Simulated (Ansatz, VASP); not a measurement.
## Ta: VASP beside Ansatz

```
CELL_PARAMETERS angstrom
-1.62780 1.62780 1.62780
1.62780 -1.62780 1.62780
1.62780 1.62780 -1.62780
ATOMIC_POSITIONS crystal
Ta 0.00000 0.00000 0.00000
```

Alike in both runs: functional LDA; k mesh 16 × 16 × 16; occupations fermi-dirac, width 0.15 eV; no spin polarisation.

Ansatz relaxed the structure, and its values are those at the end. VASP's run is a single point on that final structure, the one shown.

|  | VASP | Ansatz |
| --- | --- | --- |
| version | VASP 6.6.1 | Ansatz 0.2.0 |
| potentials or method | VASP PAW LDA potentials, release 64 (Ta_pv), cutoff 520 eV | scalar-relativistic, plane waves, PAW |
| valence electrons in the cell | 11 | 13 |

```tsv
	VASP	Ansatz	Ansatz less VASP
gap on the k mesh at the Fermi level (eV)	none	none	-
pressure (GPa)	0.8	0.0	-0.85
```

Ansatz warns that its potentials were made for another functional, while VASP's fit it. LDA's correlation is that of Perdew and Zunger in VASP and of Perdew and Wang (1992) in Ansatz. A gap of «none» marks a metal or a gap that the smearing closes. VASP's potentials hold 11 valence electrons a cell and Ansatz's 13, so a difference there can come from the potentials and not from the codes.

Spin-orbit coupling is off throughout.
